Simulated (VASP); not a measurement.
# Mg (Fd-3m) in VASP: notebook, part 2 of 2

VASP 6.6.1. Earlier steps stand in the parts before.

## (3) Single point, r2SCAN

This run uses another cell than the first one, of 40.00 Å³/atom, 1.015 times its volume.

POSCAR reads:

```
Mg
1.0
    0.0000000000      3.4200327425      3.4200327425
    3.4200327425      0.0000000000      3.4200327425
    3.4200327425      3.4200327425      0.0000000000
Mg
2
Direct
    0.0000000000      0.0000000000      0.0000000000
    0.2500000000      0.2500000000      0.2500000000
```

INCAR.step1 reads:

```
PREC     = Accurate       # precision mode
ENCUT    = 660            # plane-wave cutoff, eV
ISMEAR   = -1             # smearing method
SIGMA    = 0.1            # smearing width, eV
LREAL    = F              # projectors in reciprocal space
LASPH    = T              # aspherical terms in the spheres
NELM     = 120            # most SCF steps
NBANDS   = 9              # bands
GGA      = PE             # functional
ALGO     = Normal         # electronic algorithm
EDIFF    = 1E-5           # SCF threshold, eV
LWAVE    = T              # write WAVECAR
LCHARG   = F              # write CHGCAR
GGA_COMPAT= F
```

INCAR.step2 reads:

```
PREC     = Accurate       # precision mode
ENCUT    = 660            # plane-wave cutoff, eV
EDIFF    = 1E-6           # SCF threshold, eV
ISMEAR   = -1             # smearing method
SIGMA    = 0.1            # smearing width, eV
LREAL    = F              # projectors in reciprocal space
LASPH    = T              # aspherical terms in the spheres
NELM     = 120            # most SCF steps
ALGO     = Normal         # electronic algorithm
ISIF     = 2              # what is computed and relaxed
LWAVE    = F              # write WAVECAR
LCHARG   = F              # write CHGCAR
METAGGA  = R2SCAN         # meta-GGA
LMIXTAU  = T            
NBANDS   = 9              # bands
ISTART   = 1            
GGA_COMPAT= F
```

KPOINTS reads:

```
Automatic mesh
0
Gamma
  5 5 5
```

Potentials or basis: VASP PAW PBE potentials, release 64 (Mg).

Command:

```bash
$ cat potpaw_PBE.64/Mg/POTCAR > POTCAR
$ cp INCAR.step1 INCAR
$ mpirun -np 1 vasp_std > vasp.out
$ cp INCAR.step2 INCAR
$ mpirun -np 1 vasp_std > vasp.out
```

OUTCAR:

```text
PREC = Accurate
   ENCUT = 660
   EDIFF = 1E-6
   ISMEAR = -1
   LREAL = F
   LASPH = T
   NELM = 120
   ISIF = 2
   METAGGA = R2SCAN
   ISTART = 1

 ion  position               nearest neighbor table
   1  0.000  0.000  0.000-   2 2.96   2 2.96   2 2.96   2 2.96
   2  0.250  0.250  0.250-   1 2.96   1 2.96   1 2.96   1 2.96

  LATTYP: Found a face centered cubic cell.
 ALAT       =     6.8400654850

  Lattice vectors:

 A1 = (   0.0000000000,   3.4200327425,   3.4200327425)
[... 291 lines left out ...]
------------------------ aborting loop because EDIFF is reached ----------------------------------------

  FORCE on cell =-STRESS in cart. coord.  units (eV):
  Direction    XX          YY          ZZ          XY          YZ          ZX
  --------------------------------------------------------------------------------------
  -------------------------------------------------------------------------------------
  Total       -0.0269044     -0.0269044     -0.0269044      0.0000000      0.0000000      0.0000000
  in kB       -0.5387828     -0.5387828     -0.5387828      0.0000000      0.0000000      0.0000000
  external PRESSURE =      -0.5387828 kB  Pullay stress =       0.0000000 kB

 VOLUME and BASIS-vectors are now :
 -----------------------------------------------------------------------------
  energy-cutoff  :      660.00
  volume of cell :       80.01
      direct lattice vectors                 reciprocal lattice vectors
     0.000000000  3.420032743  3.420032743    -0.146197431  0.146197431  0.146197431
     3.420032743  0.000000000  3.420032743     0.146197431 -0.146197431  0.146197431
     3.420032743  3.420032743  0.000000000     0.146197431  0.146197431 -0.146197431

 POSITION                                       TOTAL-FORCE (eV/Angst)
 -----------------------------------------------------------------------------------
      0.00000      0.00000      0.00000         0.000000     -0.000000     -0.000000
      1.71002      1.71002      1.71002        -0.000000      0.000000      0.000000
 -----------------------------------------------------------------------------------
    total drift:                               -0.000000     -0.000000     -0.000000

  FREE ENERGIE OF THE ION-ELECTRON SYSTEM (eV)
  ---------------------------------------------------
  free  energy   TOTEN  =        -6.5444993594 eV

  energy  without entropy=       -6.5036785546  energy(sigma->0) =       -6.52408896
```

It took 24 s on 1 thread of Intel Xeon 6975P-C (Granite Rapids), shared host; peak memory 0.26 GiB.

Results:

```yaml
Free_energy: -6.5445 eV
Pressure: -0.1 GPa
Band_gap_on_the_k_mesh: zero (band 2 reaches 3.53 eV, above the bottom of band 3 at -0.12 eV)
```

Caveat: the PAW data sets were made with another functional, which shifts forces and pressure a little.

## (4) Single point, r2SCAN

This run uses another cell than the first one, of 40.00 Å³/atom, 1.015 times its volume.

POSCAR is that of step 3.

INCAR.step1 reads:

```
SYSTEM = Mg
PREC = Accurate ; ENCUT = 660
ISMEAR = -1 ; SIGMA = 0.1
LREAL = .False. ; LASPH = .True.
NELM = 120 ; NBANDS = 9
GGA = PE ; ALGO = Normal
EDIFF = 1E-5 ; LWAVE = .True.
LCHARG = .False. ; GGA_COMPAT = .False.
```

INCAR.step2 reads:

```
SYSTEM = Mg
PREC = Accurate ; ENCUT = 660
EDIFF = 1E-6 ; ISMEAR = -1
SIGMA = 0.1 ; LREAL = .False.
LASPH = .True. ; NELM = 120
ALGO = Normal ; ISIF = 2
LWAVE = .False. ; LCHARG = .True.
METAGGA = R2SCAN ; LMIXTAU = .True.
LELF = .True. ; LVHAR = .True.
NBANDS = 9 ; ISTART = 1
GGA_COMPAT = .False.
```

KPOINTS reads:

```
regular mesh
0
Gamma
  5 5 5
  0 0 0
```

Command:

```bash
$ cat potpaw_PBE.64/Mg/POTCAR > POTCAR
$ cp INCAR.step1 INCAR
$ mpirun -np 1 vasp_std > vasp.out
$ cp INCAR.step2 INCAR
$ mpirun -np 1 vasp_std > vasp.out
```

It took 26 s on 1 thread of Intel Xeon 6975P-C (Granite Rapids), shared host; peak memory 0.26 GiB.

Results (log left out):

* Free energy: -6.5445 eV
* Pressure: -0.1 GPa
* Band gap on the k mesh: zero (band 2 reaches 3.53 eV, above the bottom of band 3 at -0.12 eV)

Levels at points of the mesh, in eV from the Fermi level:
```csv
k point,band 1,band 2,band 3,band 4,band 5
"(0.00, 0.00, 0.00)",-5.22,3.46,3.46,3.46,4.55
```

Caveat: the PAW data sets were made with another functional, which shifts forces and pressure a little.

## (5) Single point, r2SCAN

This run uses another cell than the first one, of 40.60 Å³/atom, 1.030 times its volume.

POSCAR reads:

```
Mg
1.0
    0.0000000000      3.4370481108      3.4370481108
    3.4370481108      0.0000000000      3.4370481108
    3.4370481108      3.4370481108      0.0000000000
Mg
2
Direct
    0.0000000000      0.0000000000      0.0000000000
    0.2500000000      0.2500000000      0.2500000000
```

INCAR.step1 reads:

```
ALGO = Normal ; EDIFF = 1E-5
ENCUT = 660 ; GGA = PE
GGA_COMPAT = F ; ISMEAR = -1
LASPH = T ; LCHARG = F
LREAL = F ; LWAVE = T
NBANDS = 9 ; NELM = 120
PREC = Accurate ; SIGMA = 0.1
```

INCAR.step2 reads:

```
ALGO = Normal ; EDIFF = 1E-6
ENCUT = 660 ; GGA_COMPAT = F
ISIF = 2 ; ISMEAR = -1
ISTART = 1 ; LASPH = T
LCHARG = F ; LMIXTAU = T
LREAL = F ; LWAVE = F
METAGGA = R2SCAN ; NBANDS = 9
NELM = 120 ; PREC = Accurate
SIGMA = 0.1
```

KPOINTS reads:

```
k-points
0
Gamma
  5 5 5
```

Command:

```bash
$ cat potpaw_PBE.64/Mg/POTCAR > POTCAR
$ cp INCAR.step1 INCAR
$ mpirun -np 1 vasp_std > vasp.out
$ cp INCAR.step2 INCAR
$ mpirun -np 1 vasp_std > vasp.out
```

It took 25 s on 1 thread of Intel Xeon 6975P-C (Granite Rapids), shared host; peak memory 0.27 GiB.

The run converged. Its results:

| Item | Value |
| --- | --- |
| Free energy | -6.5435 eV |
| Pressure | -0.2 GPa |
| Band gap on the k mesh | zero (band 2 reaches 3.44 eV, above the bottom of band 3 at -0.16 eV) |

Levels at points of the mesh, in eV from the Fermi level:
```tsv
k point	band 1	band 2	band 3	band 4	band 5	band 6	band 7
(0.00, 0.00, 0.00)	-5.18	3.42	3.42	3.42	4.51	4.51	4.51
```

Caveat: the PAW data sets were made with another functional, which shifts forces and pressure a little.

## (6) The runs side by side

| cell | gap on the mesh (eV) | pressure (GPa) |
| --- | --- | --- |
| a = 4.812 Å, angles 60.0°, 2 atoms | none | 0.1 |
| a = 4.837 Å, angles 60.0°, 2 atoms | none | -0.1 |
| a = 4.861 Å, angles 60.0°, 2 atoms | none | -0.2 |

Alike in all rows: task single point; level r2SCAN; potentials or basis VASP PAW PBE potentials, release 64 (Mg); no spin polarisation; k mesh 5 × 5 × 5; cutoff (eV) 660; smearing fermi-dirac 0.1 eV.

Caveats: the PAW data sets were made with another functional, which shifts forces and pressure a little.

Absolute energies hang on the potentials; compare differences alone.
